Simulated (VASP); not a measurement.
Crystal: ZnS.

```
CELL_PARAMETERS angstrom
0.00000 2.96357 2.96357
2.96357 0.00000 2.96357
2.96357 2.96357 0.00000
ATOMIC_POSITIONS crystal
Zn 0.00000 0.00000 0.00000
S 0.25000 0.25000 0.25000
```

| Quantity | Value |
| --- | --- |
| Program | VASP 6.6.1 |
| Task | relaxation of cell and atoms |
| Functional | PBE |
| Potentials or basis | VASP PAW PBE potentials, release 64 (Zn, S) |
| Cutoff | 600 eV |
| k mesh | 6 × 6 × 6 |
| Occupations | gaussian, width 0.1 eV |
| Spin | no spin polarisation |

At the start: pressure -10.0 GPa; volume 26.03 Å³/atom.

Problem. How do energy, volume and symmetry change on relaxing?

Solution. Over 3 steps the energy falls by 228.3 meV/atom and the volume is 20.27 Å³/atom (-22.1 %); space group F-43m (No. 216, to 0.05 Å).

Step by step:
| step | energy change (eV) | largest force (eV/Å) | pressure (GPa) | volume (Å³) |
| --- | --- | --- | --- | --- |
| 1 | 0.0000 | 0.0000 | -9.98 | 52.06 |
| 2 | -0.4560 | 0.0000 | -0.42 | 40.78 |
| 3 | -0.4566 | 0.0000 | -0.23 | 40.54 |

Final structure:
```
Zn S
1.0
     0.00000    2.72664    2.72664
     2.72664    0.00000    2.72664
     2.72664    2.72664    0.00000
Zn S
1 1
Direct
  0.00000 0.00000 0.00000
  0.25000 0.25000 0.25000
```

Caveat: the volume moved by over 15 % at a fixed basis, so the end points are rough.
